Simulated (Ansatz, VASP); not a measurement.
One calculation of Al3GaN4, two programs

File INCAR:

```
SYSTEM = Al3GaN4
PREC = Accurate
ENCUT = 520
EDIFF = 1E-6
ISMEAR = 0
SIGMA = 0.05
LREAL = .False.
LASPH = .True.
NELM = 60
ALGO = Normal
ISIF = 2
LWAVE = .False.
LCHARG = .True.
GGA = PS
LELF = .True.
LVHAR = .True.
NBANDS = 31
```

The input KPOINTS:

```
Automatic mesh
0
Gamma
  6 6 6
  0 0 0
```

Contents of POSCAR:

```
Al3GaN4
1.0
    4.4069948390      0.0000000000      0.0000000000
    0.0000000000      4.4069948390      0.0000000000
    0.0000000000      0.0000000000      4.4069948390
Al Ga N
3 1 4
Direct
    0.5000000000      0.5000000000      0.0000000000
    0.5000000000      0.0000000000      0.5000000000
    0.0000000000      0.5000000000      0.5000000000
   -0.0032751926     -0.0032751926     -0.0032751926
    0.7447077168      0.7447077168      0.2552922832
    0.7447077168      0.2552922832      0.7447077168
    0.2552922832      0.7447077168      0.7447077168
    0.2552922832      0.2552922832      0.2552922832
```

Input for Ansatz:

```yaml
crystal:
  lattice:
    - [4.406994839, 0.0, 0.0]
    - [0.0, 4.406994839, 0.0]
    - [0.0, 0.0, 4.406994839]
  atoms:
    - { symbol: Al, position: [0.5, 0.5, 0.0] }
    - { symbol: Al, position: [0.5, 0.0, 0.5] }
    - { symbol: Al, position: [0.0, 0.5, 0.5] }
    - { symbol: Ga, position: [-0.0032751926, -0.0032751926, -0.0032751926] }
    - { symbol: "N", position: [0.7447077168, 0.7447077168, 0.2552922832] }
    - { symbol: "N", position: [0.7447077168, 0.2552922832, 0.7447077168] }
    - { symbol: "N", position: [0.2552922832, 0.7447077168, 0.7447077168] }
    - { symbol: "N", position: [0.2552922832, 0.2552922832, 0.2552922832] }
basis:
  ecutwfc: 420
kpoints:
  mp_grid: { grid: [6, 6, 6] }
hamiltonian:
  xc: pbesol
scf:
  occupations: { method: gaussian, width: 0.05 }
output:
  forces: true
  stress: true
  eigenvalues: true
```

Change from the starting cell: all Ga atoms moved -0.025 Å, as atom 4 along Cartesian [1 1 1].

Alike in both runs: task single point; functional PBEsol; k mesh 6 × 6 × 6; occupations gaussian, width 0.05 eV; no spin polarisation.

```csv
,VASP,Ansatz
version,VASP 6.6.1,Ansatz 0.2.0
potentials or method,"VASP PAW PBE potentials, release 64 (Al, Ga_d, N), cutoff 520 eV","scalar-relativistic, plane waves, PAW"
valence electrons in the cell,42,42
```

|  | VASP | Ansatz | Ansatz less VASP |
| --- | --- | --- | --- |
| gap on the k mesh at the Fermi level (eV) | 3.21 | 3.21 | +0.004 |
| least direct gap on the mesh (eV) | 3.21 | 3.21 | +0.004 |
| pressure (GPa) | 0.0 | 0.0 | +0.08 |
| traceless stress, the component that is largest in VASP (GPa) | -0.23 | -0.23 | -0.005 |
| rms of the force components (eV/Å) | 0.104 | 0.105 | +0.0010 |

VASP's potentials were made for PBE, not for PBEsol. Atom by atom the forces differ by 0.004 eV/Å (rms over components). With one functional, cell and mesh, what is left measures potentials, basis and numerics.
